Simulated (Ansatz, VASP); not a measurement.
# One calculation of In, two programs

Contents of INCAR:

```
PREC     = Accurate       # precision mode
ENCUT    = 520            # plane-wave cutoff, eV
EDIFF    = 1E-6           # SCF threshold, eV
ISMEAR   = 0              # smearing method
SIGMA    = 0.15           # smearing width, eV
LREAL    = F              # projectors in reciprocal space
LASPH    = T              # aspherical terms in the spheres
NELM     = 100            # most SCF steps
ALGO     = Fast           # electronic algorithm
ISIF     = 2              # what is computed and relaxed
LWAVE    = F              # write WAVECAR
LCHARG   = T              # write CHGCAR
GGA      = PE             # functional
LELF     = T              # ELF
LVHAR    = T            
NBANDS   = 12             # bands
```

The input KPOINTS:

```
Automatic mesh
0
Gamma
  20 20 20
```

Contents of POSCAR:

```
In
1.0
   -1.7285915387      1.7285915387      2.1622951558
    1.7285915387     -1.7285915387      2.1622951558
    1.7285915387      1.7285915387     -2.1622951558
In
1
Direct
    0.0000000000      0.0000000000      0.0000000000
```

Input for Ansatz:

```yaml
crystal:
  lattice:
    - [-1.7285915387, 1.7285915387, 2.1622951558]
    - [1.7285915387, -1.7285915387, 2.1622951558]
    - [1.7285915387, 1.7285915387, -2.1622951558]
  atoms:
    - { symbol: In, position: [0.0, 0.0, 0.0] }
basis:
  ecutwfc: 420
kpoints:
  mp_grid: { grid: [20, 20, 20] }
hamiltonian:
  xc: pbe
scf:
  occupations: { method: gaussian, width: 0.15 }
output:
  forces: true
  stress: true
  eigenvalues: true
```

Alike in both runs: task single point; functional PBE; k mesh 20 × 20 × 20; occupations gaussian, width 0.15 eV; no spin polarisation.

```csv
,VASP,Ansatz
version,VASP 6.6.1,Ansatz 0.2.0
potentials or method,"VASP PAW PBE potentials, release 64 (In_d), cutoff 520 eV","scalar-relativistic, plane waves, PAW"
valence electrons in the cell,13,13
```

```tsv
	VASP	Ansatz	Ansatz less VASP
gap on the k mesh at the Fermi level (eV)	none	none	-
pressure (GPa)	2.5	2.6	+0.08
traceless stress, the component that is largest in VASP (GPa)	0.51	0.50	-0.002
```

A gap of «none» marks a metal or a gap that the smearing closes.
